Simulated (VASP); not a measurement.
# Re (Fm-3m) in VASP: notebook, part 2 of 3

VASP 6.6.1. Earlier steps stand in the parts before.

### Step 4. Single point, PBE (volume scaled by 0.97)

INCAR reads:

```
ALGO = Normal
EDIFF = 1E-6
ENCUT = 520
GGA = PE
ISIF = 2
ISMEAR = 0
LASPH = T
LCHARG = F
LREAL = F
LWAVE = F
NBANDS = 10
NELM = 100
PREC = Accurate
SIGMA = 0.1
```

KPOINTS reads:

```
k-points
0
Gamma
  18 18 18
```

POSCAR reads:

```
Re
1.0
    0.0000000000      1.9379472851      1.9379472851
    1.9379472851      0.0000000000      1.9379472851
    1.9379472851      1.9379472851      0.0000000000
Re
1
Direct
    0.0000000000      0.0000000000      0.0000000000
```

Potentials or basis: VASP PAW PBE potentials, release 64 (Re).

Run with:

```bash
> cat potpaw_PBE.64/Re/POTCAR > POTCAR
> mpirun -np 1 vasp_std > vasp.out
```

OUTCAR:

```text
EDIFF = 1E-6
   ENCUT = 520
   GGA = PE
   ISIF = 2
   ISMEAR = 0
   LASPH = T
   LREAL = F
   NELM = 100
   PREC = Accurate

 ion  position               nearest neighbor table
   1  0.000  0.000  0.000-

  LATTYP: Found a face centered cubic cell.
 ALAT       =     3.8758945702

  Lattice vectors:

 A1 = (   0.0000000000,   1.9379472851,   1.9379472851)
 A2 = (   1.9379472851,   0.0000000000,   1.9379472851)
 A3 = (   1.9379472851,   1.9379472851,   0.0000000000)

Analysis of symmetry for initial positions (statically):
=====================================================================
 Subroutine PRICEL returns:
 Original cell was already a primitive cell.

 Routine SETGRP: Setting up the symmetry group for a
 face centered cubic supercell.

 Subroutine GETGRP returns: Found 48 space group operations
 (whereof 48 operations were pure point group operations)
 out of a pool of 48 trial point group operations.

The static configuration has the point symmetry O_h .

Analysis of symmetry for dynamics (positions and initial velocities):
=====================================================================
 Subroutine PRICEL returns:
 Original cell was already a primitive cell.

 Routine SETGRP: Setting up the symmetry group for a
 face centered cubic supercell.

 Subroutine GETGRP returns: Found 48 space group operations
 (whereof 48 operations were pure point group operations)
 out of a pool of 48 trial point group operations.

The dynamic configuration has the point symmetry O_h .

 Subroutine INISYM returns: Found 48 space group operations
 (whereof 48 operations are pure point group operations),
 and found     1 'primitive' translations

----------------------------------------------------------------------------------------

                                     Primitive cell

  volume of cell :      14.5565

  direct lattice vectors                    reciprocal lattice vectors
     0.000000000  1.937947285  1.937947285    -0.258004954  0.258004954  0.258004954
     1.937947285  0.000000000  1.937947285     0.258004954 -0.258004954  0.258004954
     1.937947285  1.937947285  0.000000000     0.258004954  0.258004954 -0.258004954

  length of vectors
     2.740671334  2.740671334  2.740671334     0.446877689  0.446877689  0.446877689

  position of ions in fractional coordinates (direct lattice)
     0.000000000  0.000000000  0.000000000

  ion indices of the primitive-cell ions
   primitive index   ion index
                 1           1

----------------------------------------------------------------------------------------

 KPOINTS: k-points

Automatic generation of k-mesh.
 Grid dimensions read from file:
 generate k-points for:   18   18   18

 Generating k-lattice:

  Cartesian coordinates                     Fractional coordinates (reciprocal lattice)
    -0.014333609  0.014333609  0.014333609     0.055555556  0.000000000  0.000000000
     0.014333609 -0.014333609  0.014333609     0.000000000  0.055555556  0.000000000
     0.014333609  0.014333609 -0.014333609     0.000000000  0.000000000  0.055555556

  Length of vectors
     0.024826538  0.024826538  0.024826538

  Shift w.r.t. Gamma in fractional coordinates (k-lattice)
     0.000000000  0.000000000  0.000000000

 Subroutine IBZKPT returns following result:
 ===========================================

 Found    195 irreducible k-points:

 Following reciprocal coordinates:
            Coordinates               Weight
  0.000000  0.000000  0.000000      1.000000
  0.055556  0.000000  0.000000      8.000000
  0.111111  0.000000  0.000000      8.000000
  0.166667  0.000000  0.000000      8.000000
  0.222222  0.000000  0.000000      8.000000
  0.277778  0.000000  0.000000      8.000000
[... 16 lines left out ...]
 -0.277778  0.055556  0.000000     24.000000
 -0.222222  0.055556  0.000000     24.000000
 [... further k-points ...]
   k-points           NKPTS =    195   k-points in BZ     NKDIM =    195   number of bands    NBANDS=     10
   number of dos      NEDOS =    301   number of ions     NIONS =      1
   total plane-waves  NPLWV =   8000
   dimension x,y,z NGX =    20 NGY =   20 NGZ =   20
   dimension x,y,z NGXF=    40 NGYF=   40 NGZF=   40
   ions per type =               1
   NGX,Y,Z   is equivalent  to a cutoff of  12.13, 12.13, 12.13 a.u.
   NGXF,Y,Z  is equivalent  to a cutoff of  24.26, 24.26, 24.26 a.u.
 SYSTEM =  unknown system
   PREC   = accura    normal or accurate (medium, high low for compatibility)
   ISTART =      0    job   : 0-new  1-cont  2-samecut
   ICHARG =      2    charge: 1-file 2-atom 10-const
   ISPIN  =      1    spin polarized calculation?
   LNONCOLLINEAR =      F non collinear calculations
   LSORBIT =      F    spin-orbit coupling
   LASPH  =      T    aspherical Exc in radial PAW
   ENCUT  =  520.0 eV  38.22 Ry    6.18 a.u.   5.10  5.10  5.10*2*pi/ulx,y,z
   NELM   =    100;   NELMIN=  2; NELMDL= -5     # of ELM steps
   EDIFF  = 0.1E-05   stopping-criterion for ELM
   LREAL  =      F    real-space projection
   EDIFFG = 0.1E-04   stopping-criterion for IOM
   NSW    =      0    number of steps for IOM
   IBRION =     -1    ionic relax: 0-MD 1-quasi-New 2-CG
   NFREE  =      0    steps in history (QN), initial steepest desc. (CG)
   ISIF   =      2    stress and relaxation
   ISYM   =      2    0-nonsym 1-usesym 2-fastsym
   POTIM  = 0.5000    time-step for ionic-motion
   TEBEG  =    0.0;   TEEND  =   0.0 temperature during run
   PSTRESS=    0.0 pullay stress
   NELECT =       7.0000    total number of electrons
   NUPDOWN=      -1.0000    fix difference up-down
   EMIN   =  10.00;   EMAX   =-10.00  energy-range for DOS
   EFERMI =   0.00;   METHOD = LEGACY
   ISMEAR =     0;   SIGMA  =   0.10  broadening in eV -4-tet -1-fermi 0-gaus
   EFERMI_NEDOS =   21; number of points for ismear=-14 and -15
   IALGO  =     38    algorithm
   IMIX   =      4    mixing-type and parameters
     AMIX     =   0.40;   BMIX     =  1.00
     AMIX_MAG =   1.60;   BMIX_MAG =  1.00
  volume/ion in A,a.u.               =      14.56        98.23
  Fermi-wavevector in a.u.,A,eV,Ry     =   1.282593  2.423749 22.382196  1.645045
  Thomas-Fermi vector in A             =   2.414895
   LORBIT       =      0    0 simple, 1 ext, 2 COOP (PROOUT), +10 PAW based schemes
   GGA     = PE    functional components
   LHFCALC =     F    Hartree Fock is set to
   AEXX    =    0.0000 exact exchange contribution
   IVDW    =     0    specifies the selected vdW correction
   LEPSILON=     F    determine dielectric tensor
   LRPA    =     F    only Hartree local field effects (RPA)
 non-spin polarized calculation
 Gauss-broadening in eV      SIGMA  =   0.10
  energy-cutoff  :      520.00
  volume of cell :       14.56
 maximum number of plane-waves:       403
   NGX = 11   NGY = 11   NGZ = 11

 number of electron       7.0000001 magnetization

 Free energy of the ion-electron system (eV)
  ---------------------------------------------------
  ext. energy  EPLUGINS =         0.00000000
  ---------------------------------------------------
  free energy    TOTEN  =       -12.34813051 eV

  energy without entropy =      -12.34386501  energy(sigma->0) =      -12.34599776

 E-fermi :   8.2847     XC(G=0): -13.7917

 val. band max:        8.2734383671   @ k =  -0.3889   0.4444   0.0556
 cond. band min:       8.3177370533   @ k =  -0.3333   0.2778   0.0000
 fundamental gap:      0.0442986862
 Fermi energy:         8.2846881614

 k-point     1 :       0.0000    0.0000    0.0000
  band No.  band energies     occupation
      1      -1.9187      2.00000
      2       6.3421      2.00000
      3       6.3421      2.00000
      4       6.3421      2.00000
      5       9.5833      0.00000
      6       9.5833      0.00000
      7      22.2116      0.00000
      8      27.9341      0.00000
      9      27.9341      0.00000
     10      27.9341      0.00000

 k-point     2 :       0.0556    0.0000    0.0000
  band No.  band energies     occupation
      1      -1.7728      2.00000
      2       6.2410      2.00000
      3       6.4113      2.00000
      4       6.4113      2.00000
      5       9.5261      0.00000
      6       9.5261      0.00000
      7      22.4980      0.00000
      8      27.1710      0.00000
      9      28.2018      0.00000
     10      28.2018      0.00000
[... 274 lines left out ...]
 k-point    24 :      -0.2222    0.0556    0.0000
  band No.  band energies     occupation
      1       0.4133      2.00000
      2       5.3702      2.00000
      3       6.8096      2.00000
      4       6.9455      2.00000
      5       9.1372      0.00000
      6      10.2092      0.00000
      7      22.6546      0.00000
      8      26.1911      0.00000
      9      30.9555      0.00000
     10      32.2855      0.00000

 [... further k-points ...]
[... 5 lines left out ...]
  --------------------------------------------------------------------------------------
  -------------------------------------------------------------------------------------
  Total        1.0360100      1.0360100      1.0360100      0.0000000     -0.0000000      0.0000000
  in kB      114.0298793    114.0298793    114.0298793      0.0000000     -0.0000000      0.0000000
  external PRESSURE =     114.0298793 kB  Pullay stress =       0.0000000 kB

 VOLUME and BASIS-vectors are now :
 -----------------------------------------------------------------------------
  energy-cutoff  :      520.00
  volume of cell :       14.56
      direct lattice vectors                 reciprocal lattice vectors
     0.000000000  1.937947285  1.937947285    -0.258004954  0.258004954  0.258004954
     1.937947285  0.000000000  1.937947285     0.258004954 -0.258004954  0.258004954
     1.937947285  1.937947285  0.000000000     0.258004954  0.258004954 -0.258004954

 POSITION                                       TOTAL-FORCE (eV/Angst)
 -----------------------------------------------------------------------------------
      0.00000      0.00000      0.00000         0.000000     -0.000000     -0.000000
 -----------------------------------------------------------------------------------
    total drift:                                0.000000      0.000000     -0.000000

  FREE ENERGIE OF THE ION-ELECTRON SYSTEM (eV)
  ---------------------------------------------------
  free  energy   TOTEN  =       -12.3481305129 eV

  energy  without entropy=      -12.3438650075  energy(sigma->0) =      -12.34599776
```

OSZICAR:

```text
N       E                     dE             d eps       ncg     rms          rms(c)
DAV:   1     0.543727172355E+01    0.54373E+01   -0.35011E+03  6172   0.776E+02
DAV:   2    -0.126386981114E+02   -0.18076E+02   -0.16576E+02  6064   0.165E+02
DAV:   3    -0.130351283728E+02   -0.39643E+00   -0.38247E+00  6432   0.406E+01
DAV:   4    -0.130376996927E+02   -0.25713E-02   -0.25677E-02  6318   0.163E+00
DAV:   5    -0.130377058883E+02   -0.61956E-05   -0.61939E-05  5706   0.320E-02    0.308E+01
DAV:   6    -0.125393102930E+02    0.49840E+00   -0.38026E-01  6166   0.166E+01    0.130E+01
DAV:   7    -0.123543314052E+02    0.18498E+00   -0.32109E-01  6224   0.145E+01    0.755E-01
DAV:   8    -0.123485644040E+02    0.57670E-02   -0.28439E-03  5856   0.420E-01    0.123E-01
DAV:   9    -0.123481207451E+02    0.44366E-03   -0.37489E-04  5910   0.194E-01    0.210E-02
DAV:  10    -0.123481302613E+02   -0.95162E-05   -0.16576E-05  5386   0.306E-02    0.348E-03
DAV:  11    -0.123481305129E+02   -0.25160E-06   -0.16205E-07  3088   0.993E-03
   1 F= -.12348131E+02 E0= -.12345998E+02  d E =-.426551E-02
```

stdout:

```text
POSCAR found type information on POSCAR Re
 POSCAR found :  1 types and       1 ions
 scaLAPACK will be used
 LDA part: xc-table for (Slater+PW92), standard interpolation
 POSCAR, INCAR and KPOINTS ok, starting setup
 FFT: planning ... GRIDC
 FFT: planning ... GRID_SOFT
 FFT: planning ... GRID
 WAVECAR not read
 entering main loop
```

Run time: 22 s. Hardware: 1 thread of Intel Xeon Platinum 8559C (Emerald Rapids), shared host; peak memory 0.15 GiB.

What came out:

```yaml
Free_energy: -12.3481 eV
Pressure: 11.4 GPa
```

Caveat: spin-orbit coupling is left out, which moves the levels of the heavy elements.

(Part 2 of 3 ends here.)
